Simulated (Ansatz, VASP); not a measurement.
AgCl: VASP beside Ansatz

The input INCAR:

```
SYSTEM = AgCl
PREC = Accurate ; ENCUT = 520
EDIFF = 1E-6 ; ISMEAR = 0
SIGMA = 0.05 ; LREAL = .False.
LASPH = .True. ; NELM = 100
ALGO = Normal ; ISIF = 2
LWAVE = .False. ; LCHARG = .False.
GGA = PE ; NBANDS = 16
```

Contents of KPOINTS:

```
regular mesh
0
Gamma
  8 8 8
  0 0 0
```

POSCAR

```
AgCl
1.0
    0.0000000000      2.6937819368      2.8060228508
    2.6937819368      0.0000000000      2.8060228508
    2.6937819368      2.6937819368      0.0000000000
Ag Cl
1 1
Direct
    0.4775480680      0.5224519320      0.5224519320
    0.0683173339     -0.0683173339     -0.0683173339
```

Input for Ansatz:

```yaml
crystal:
  lattice:
    - [0.0, 2.6937819368, 2.8060228508]
    - [2.6937819368, 0.0, 2.8060228508]
    - [2.6937819368, 2.6937819368, 0.0]
  atoms:
    - { symbol: Ag, position: [0.477548068, 0.522451932, 0.522451932] }
    - { symbol: Cl, position: [0.0683173339, -0.0683173339, -0.0683173339] }
basis:
  ecutwfc: 420
kpoints:
  mp_grid: { grid: [8, 8, 8] }
hamiltonian:
  xc: pbe
scf:
  occupations: { method: gaussian, width: 0.05 }
output:
  forces: true
  stress: true
  eigenvalues: true
```

Change from the starting cell: mode 4 frozen in at -0.383 Å, equal normal strain along x and y -0.0400.

Alike in both runs: task single point; functional PBE; k mesh 8 × 8 × 8; occupations gaussian, width 0.05 eV; no spin polarisation.

|  | VASP | Ansatz |
| --- | --- | --- |
| version | VASP 6.6.1 | Ansatz 0.2.0 |
| potentials or method | VASP PAW PBE potentials, release 64 (Ag, Cl), cutoff 520 eV | scalar-relativistic, plane waves, PAW |
| valence electrons in the cell | 18 | 26 |

VASP gave:

```
gap on the k mesh at the Fermi level (eV)                     : 1.14
least direct gap on the mesh (eV)                             : 1.82
pressure (GPa)                                                : 11.5
traceless stress, the component that is largest in VASP (GPa) : 15.04
rms of the force components (eV/Å)                            : 1.547
```

Problem. Which values does Ansatz return?

Solution. gap on the k mesh at the Fermi level (eV): 1.15; least direct gap on the mesh (eV): 1.82; pressure (GPa): 11.7; traceless stress, the component that is largest in VASP (GPa): 15.16; rms of the force components (eV/Å): 1.560.

Atom by atom the forces differ by 0.013 eV/Å (rms over components). VASP's potentials hold 18 valence electrons a cell and Ansatz's 26, so a difference there can come from the potentials and not from the codes.
